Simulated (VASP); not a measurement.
Runs of VASP 6.6.1 on CdH2O2. The structure is that of space group P-3m1 (No. 164), or close to it. The cells are those of the table. 

```csv
potentials or basis,cell,cutoff (eV),gap on the mesh (eV),pressure (GPa),largest force (eV/Å)
"VASP PAW PBE potentials, release 64 (Cd_sv_GW, H, O)","a = 3.463, b = 3.463, c = 4.573 Å, angles 90.0, 90.0, 120.0°, 5 atoms",700,(c),5.1,1.38
"VASP PAW PBE potentials, release 64 (Cd_sv_GW, H, O)","a = 3.410, b = 3.410, c = 4.504 Å, angles 90.0, 90.0, 120.0°, 5 atoms",700,(a),12.1,2.22
"VASP PAW PBE potentials, release 64 (Cd_sv_GW, H, O)","a = 3.463, b = 3.463, c = 4.713 Å, angles 90.0, 90.0, 120.0°, 5 atoms",700,1.64,-0.2,0.08
"VASP PAW PBE potentials, release 64 (Cd, H, O)","a = 3.516, b = 3.516, c = 4.782 Å, angles 90.0, 90.0, 120.0°, 5 atoms",520,1.51,-4.2,0.69
"VASP PAW PBE potentials, release 64 (Cd_sv_GW, H, O)","a = 3.410, b = 3.410, c = 4.782 Å, angles 90.0, 90.0, 120.0°, 5 atoms",700,1.64,0.5,0.74
"VASP PAW PBE potentials, release 64 (Cd, H, O)","a = 3.568, b = 3.568, c = 4.713 Å, angles 90.0, 90.0, 120.0°, 5 atoms",520,1.49,-4.5,0.30
"VASP PAW PBE potentials, release 64 (Cd, H, O)","a = 3.621, b = 3.621, c = 4.573 Å, angles 90.0, 90.0, 120.0°, 5 atoms",520,1.51,(b),1.74
"VASP PAW PBE potentials, release 64 (Cd_sv_GW, H, O)","a = 3.463, b = 3.463, c = 4.782 Å, angles 90.0, 90.0, 120.0°, 5 atoms",700,1.58,-2.5,0.70
```

Alike in all rows: task single point; level PBEsol; no spin polarisation; k mesh 9 × 9 × 6; smearing gaussian 0.05 eV.

Task: Estimate the missing entries.

Result: (a) 1.87; (b) -2.3; (c) 1.75.

Caveats: the PAW data sets were made with another functional, which shifts forces and pressure a little; the stress differs along the axes, from 3 to 10 GPa (at least some runs); the stress differs along the axes, from 8 to 20 GPa (at least some runs); the stress differs along the axes, from -8 to -2 GPa (at least some runs); the stress differs along the axes, from -6 to 4 GPa (at least some runs); the cell stands under tension (at least some runs); the stress differs along the axes, from -6 to 5 GPa (at least some runs).

A k mesh can miss the band edges, and the runs leave out spin-orbit coupling on Cd.

The runs don't all hold the same shells in valence.
